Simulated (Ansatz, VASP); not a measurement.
## HC6: VASP beside Ansatz

```
C H
1.0
     4.88953    0.00000    0.00000
    -1.22238    8.78496    0.00000
     0.00000    0.00000   22.74747
C H
12 2
Direct
  0.01936 0.07745 0.17584
  0.51936 0.07745 0.17584
  0.27420 0.09681 0.20595
  0.77420 0.09681 0.20595
  0.28388 0.13553 0.26618
  0.78388 0.13553 0.26618
  0.03863 0.15452 0.29551
  0.53863 0.15452 0.29551
  0.04887 0.19548 0.35836
  0.54887 0.19548 0.35836
  0.30317 0.21270 0.38455
  0.80317 0.21270 0.38455
  0.04887 0.15320 0.51643
  0.04887 0.23776 0.51643
```

Alike in both runs: task single point; functional LDA; k mesh 6 × 3 × 1; occupations gaussian, width 0.1 eV; no spin polarisation.

|  | VASP | Ansatz |
| --- | --- | --- |
| version | VASP 6.6.1 | Ansatz 0.2.0 |
| potentials or method | VASP PAW LDA potentials, release 64 (C, H), cutoff 520 eV | scalar-relativistic, plane waves, PAW |
| valence electrons in the cell | 50 | 50 |

```tsv
	VASP	Ansatz	Ansatz less VASP
gap on the k mesh at the Fermi level (eV)	0.08	0.08	-0.002
least direct gap on the mesh (eV)	0.08	0.08	-0.002
rms of the force components (eV/Å)	0.903	0.909	+0.0057
```

LDA's correlation is that of Perdew and Zunger in VASP and of Perdew and Wang (1992) in Ansatz. Atom by atom the forces differ by 0.021 eV/Å (rms over components).
